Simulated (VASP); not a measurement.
**PtWS4: single point with PBE**

PtWS4:

```
Pt W S
1.0
     4.14782    0.00000    0.00000
     0.00000    4.14782    0.00000
     0.00000    0.00000    5.93878
Pt W S
1 1 4
Direct
  0.50000 0.50000 0.50000
  0.00000 0.00000 0.00000
  0.50000 0.00000 0.23975
  0.00000 0.50000 0.76025
  0.50000 0.00000 0.76025
  0.00000 0.50000 0.23975
```

```yaml
Program: VASP 6.6.1
Task: single point
Functional: PBE
Potentials_or_basis: VASP PAW PBE potentials, release 64 (Pt, W_sv, S)
Cutoff: 520 eV
k_mesh: 4 × 4 × 4
Occupations: gaussian, width 0.1 eV
Spin: no spin polarisation
```

```json
{"Pressure": "-0.1 GPa", "Largest force": "0.015 eV/Å", "Band gap on the k mesh": "zero (band 24 reaches 8.60 eV, above the bottom of band 25 at 7.70 eV)"}
```

Forces on the atoms (eV/Å):
```
Pt   0.000  0.000  0.000
W    0.000  0.000  0.000
S    0.000  0.000  0.015
S    0.000  0.000 -0.015
S    0.000  0.000 -0.015
S    0.000  0.000  0.015
```

Levels at points of the mesh, in eV from the Fermi level:
| k point | band 21 | band 22 | band 23 | band 24 | band 25 | band 26 | band 27 | band 28 |
| --- | --- | --- | --- | --- | --- | --- | --- | --- |
| (0.00, 0.00, 0.00) | -1.03 | -1.03 | -0.88 | -0.57 | 0.41 | 1.27 | 1.27 | 3.93 |
| (0.50, 0.00, 0.00) | -2.11 | -1.94 | -0.83 | -0.58 | 0.55 | 0.61 | 0.97 | 2.39 |
| (0.50, 0.50, 0.00) | -1.56 | -0.42 | -0.11 | -0.11 | 0.38 | 0.62 | 1.47 | 3.07 |
| (0.00, 0.00, 0.50) | -1.63 | -1.63 | -0.67 | -0.50 | 0.51 | 0.51 | 1.11 | 3.04 |
| (0.50, 0.00, 0.50) | -3.20 | -2.92 | -1.86 | -1.67 | -0.21 | -0.03 | 2.40 | 2.81 |
| (0.50, 0.50, 0.50) | -0.87 | -0.87 | -0.39 | 0.14 | 0.17 | 0.24 | 2.01 | 2.24 |

Wall time 65 s on 1 thread of Intel(R) Xeon(R) Platinum 8488C (Sapphire Rapids), on a shared host, peak memory 0.24 GiB.

Caveat: the k points lie up to 0.38 Å⁻¹ apart; spin-orbit coupling is left out, which moves the levels of the heavy elements.
